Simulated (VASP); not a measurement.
# LiCl in VASP: notebook, part 2 of 3

VASP 6.6.1. The steps go on from the part before.

### 3 Single point, PBEsol (16.89 Å³/atom)

This run uses another cell than the first one, of 16.89 Å³/atom.

Contents of INCAR:

```
SYSTEM = LiCl
  ALGO = Normal
  EDIFF = 1E-6
  ENCUT = 520
  GGA = PS
  ISIF = 2
  ISMEAR = 0
  LASPH = .True.
  LCHARG = .False.
  LREAL = .False.
  LWAVE = .False.
  NBANDS = 12
  NELM = 80
  PREC = Accurate
  SIGMA = 0.05
```

Contents of KPOINTS:

```
k-points
0
Gamma
  10 10 10
  0 0 0
```

Contents of POSCAR:

```
LiCl
1.0
    0.0000000000      2.5654731279      2.5654731279
    2.5654731279      0.0000000000      2.5654731279
    2.5654731279      2.5654731279      0.0000000000
Li Cl
1 1
Direct
    0.0000000000      0.0000000000      0.0000000000
    0.5000000000      0.5000000000      0.5000000000
```

Potentials or basis: VASP PAW PBE potentials, release 64 (Li_sv, Cl).

Command:

```
$ cat potpaw_PBE.64/Li_sv/POTCAR potpaw_PBE.64/Cl/POTCAR > POTCAR
$ mpirun -np 1 vasp_std > vasp.out
```

OUTCAR:

```text
SYSTEM = LiCl
   EDIFF = 1E-6
   ENCUT = 520
   GGA = PS
   ISIF = 2
   ISMEAR = 0
   LASPH = .True.
   LREAL = .False.
   NELM = 80
   PREC = Accurate

 ion  position               nearest neighbor table
   1  0.000  0.000  0.000-   2 2.57   2 2.57   2 2.57   2 2.57   2 2.57   2 2.57
   2  0.500  0.500  0.500-   1 2.57   1 2.57   1 2.57   1 2.57   1 2.57   1 2.57

  LATTYP: Found a face centered cubic cell.
 ALAT       =     5.1309462558

  Lattice vectors:

 A1 = (   0.0000000000,   2.5654731279,   2.5654731279)
 A2 = (   2.5654731279,   0.0000000000,   2.5654731279)
 A3 = (   2.5654731279,   2.5654731279,   0.0000000000)

Analysis of symmetry for initial positions (statically):
=====================================================================
 Subroutine PRICEL returns:
 Original cell was already a primitive cell.

 Routine SETGRP: Setting up the symmetry group for a
 face centered cubic supercell.

 Subroutine GETGRP returns: Found 48 space group operations
 (whereof 48 operations were pure point group operations)
 out of a pool of 48 trial point group operations.

The static configuration has the point symmetry O_h .

Analysis of symmetry for dynamics (positions and initial velocities):
=====================================================================
 Subroutine PRICEL returns:
 Original cell was already a primitive cell.

 Routine SETGRP: Setting up the symmetry group for a
 face centered cubic supercell.

 Subroutine GETGRP returns: Found 48 space group operations
 (whereof 48 operations were pure point group operations)
 out of a pool of 48 trial point group operations.

The dynamic configuration has the point symmetry O_h .

 Subroutine INISYM returns: Found 48 space group operations
 (whereof 48 operations are pure point group operations),
 and found     1 'primitive' translations

----------------------------------------------------------------------------------------

                                     Primitive cell

  volume of cell :      33.7701

  direct lattice vectors                    reciprocal lattice vectors
[... 112 lines left out ...]
   GGA     = PS    functional components
   LHFCALC =     F    Hartree Fock is set to
   AEXX    =    0.0000 exact exchange contribution
   IVDW    =     0    specifies the selected vdW correction
   LEPSILON=     F    determine dielectric tensor
   LRPA    =     F    only Hartree local field effects (RPA)
 non-spin polarized calculation
 Gauss-broadening in eV      SIGMA  =   0.05
  energy-cutoff  :      520.00
  volume of cell :       33.77
 maximum number of plane-waves:       941
   NGX = 13   NGY = 13   NGZ = 13

 number of electron      10.0000006 magnetization

 Free energy of the ion-electron system (eV)
  ---------------------------------------------------
  ext. energy  EPLUGINS =         0.00000000
  ---------------------------------------------------
  free energy    TOTEN  =        -7.63419691 eV

  energy without entropy =       -7.63419691  energy(sigma->0) =       -7.63419691

 E-fermi :   0.8589     XC(G=0):  -8.9067

 val. band max:        0.5286330292   @ k =  -0.1000   0.1000   0.0000
 cond. band min:       6.6601957700   @ k =   0.0000   0.0000   0.0000
 fundamental gap:      6.1315627408
 Fermi energy:         0.8588855973

 k-point     1 :       0.0000    0.0000    0.0000
  band No.  band energies     occupation
      1     -42.2883      2.00000
      2     -12.8611      2.00000
      3       0.5285      2.00000
      4       0.5285      2.00000
      5       0.5285      2.00000
      6       6.6602      0.00000
      7      12.3395      0.00000
      8      12.3395      0.00000
      9      12.3395      0.00000
     10      14.9395      0.00000
     11      14.9396      0.00000
     12      14.9396      0.00000
[... 331 lines left out ...]
 k-point    24 :       0.4000    0.3000    0.0000
  band No.  band energies     occupation
      1     -42.2850      2.00000
      2     -12.2235      2.00000
      3      -1.8531      2.00000
      4      -0.4783      2.00000
      5      -0.3457      2.00000
      6       8.7674      0.00000
      7       9.3328      0.00000
      8      10.9480      0.00000
      9      13.1023      0.00000
     10      13.9872      0.00000
     11      17.4559      0.00000
     12      19.3689      0.00000

 [... further k-points ...]
[... 5 lines left out ...]
  --------------------------------------------------------------------------------------
  -------------------------------------------------------------------------------------
  Total       -0.2823180     -0.2823180     -0.2823180      0.0000000      0.0000000      0.0000000
  in kB      -13.3941983    -13.3941983    -13.3941983      0.0000000      0.0000000      0.0000000
  external PRESSURE =     -13.3941983 kB  Pullay stress =       0.0000000 kB

 VOLUME and BASIS-vectors are now :
 -----------------------------------------------------------------------------
  energy-cutoff  :      520.00
  volume of cell :       33.77
      direct lattice vectors                 reciprocal lattice vectors
     0.000000000  2.565473128  2.565473128    -0.194895824  0.194895824  0.194895824
     2.565473128  0.000000000  2.565473128     0.194895824 -0.194895824  0.194895824
     2.565473128  2.565473128  0.000000000     0.194895824  0.194895824 -0.194895824

 POSITION                                       TOTAL-FORCE (eV/Angst)
 -----------------------------------------------------------------------------------
      0.00000      0.00000      0.00000         0.000000      0.000000      0.000000
      2.56547      2.56547      2.56547        -0.000000     -0.000000     -0.000000
 -----------------------------------------------------------------------------------
    total drift:                                0.000000      0.000000      0.000000

  FREE ENERGIE OF THE ION-ELECTRON SYSTEM (eV)
  ---------------------------------------------------
  free  energy   TOTEN  =        -7.6341969134 eV

  energy  without entropy=       -7.6341969134  energy(sigma->0) =       -7.63419691
```

OSZICAR:

```text
N       E                     dE             d eps       ncg     rms          rms(c)
DAV:   1     0.405047244151E+02    0.40505E+02   -0.39676E+03  1128   0.760E+02
DAV:   2    -0.529850488596E+01   -0.45803E+02   -0.44043E+02  1468   0.144E+02
DAV:   3    -0.763615019009E+01   -0.23376E+01   -0.23316E+01  1448   0.337E+01
DAV:   4    -0.768844154600E+01   -0.52291E-01   -0.52276E-01  1600   0.512E+00
DAV:   5    -0.768898738882E+01   -0.54584E-03   -0.54583E-03  1492   0.483E-01    0.228E+00
DAV:   6    -0.763305417082E+01    0.55933E-01   -0.11082E-01  1464   0.153E+00    0.154E+00
DAV:   7    -0.763218994339E+01    0.86423E-03   -0.34355E-02  1728   0.977E-01    0.753E-01
DAV:   8    -0.763418171453E+01   -0.19918E-02   -0.36014E-03  1424   0.423E-01    0.112E-01
DAV:   9    -0.763416916403E+01    0.12551E-04   -0.15789E-04  1460   0.872E-02    0.391E-02
DAV:  10    -0.763419576600E+01   -0.26602E-04   -0.51329E-05  1328   0.494E-02    0.305E-02
DAV:  11    -0.763419683906E+01   -0.10731E-05   -0.69871E-06  1444   0.168E-02    0.223E-03
DAV:  12    -0.763419691339E+01   -0.74330E-07   -0.16158E-07   812   0.352E-03
   1 F= -.76341969E+01 E0= -.76341969E+01  d E =-.474061E-22
```

stdout:

```text
POSCAR found type information on POSCAR LiCl
 POSCAR found :  2 types and       2 ions
 scaLAPACK will be used
 -----------------------------------------------------------------------------
|                                                                             |
|                                                                             |
|     You enforced a specific xc type in the INCAR file but a different       |
|     I HOPE YOU KNOW WHAT YOU ARE DOING!                                     |
|                                                                             |
 -----------------------------------------------------------------------------

 LDA part: xc-table for (Slater+PW92), standard interpolation
 POSCAR, INCAR and KPOINTS ok, starting setup
 FFT: planning ... GRIDC
 FFT: planning ... GRID_SOFT
 FFT: planning ... GRID
 WAVECAR not read
 entering main loop
```

It took 10 s on 1 thread of AMD EPYC 9R45 (Zen 5), shared host; peak memory 0.12 GiB.

Results:

- Free energy: -7.6342 eV
- Band gap on the k mesh: 6.13 eV

Caveat: the cutoff is under 1.25 times the usual one of these potentials, so pressure, stress and relaxed cells hold a basis-set (Pulay) error; the PAW data sets were made with another functional, which shifts forces and pressure a little. A hybrid or GW would open this gap; PBEsol tends to underestimate it.

[end of part 2 of 3]
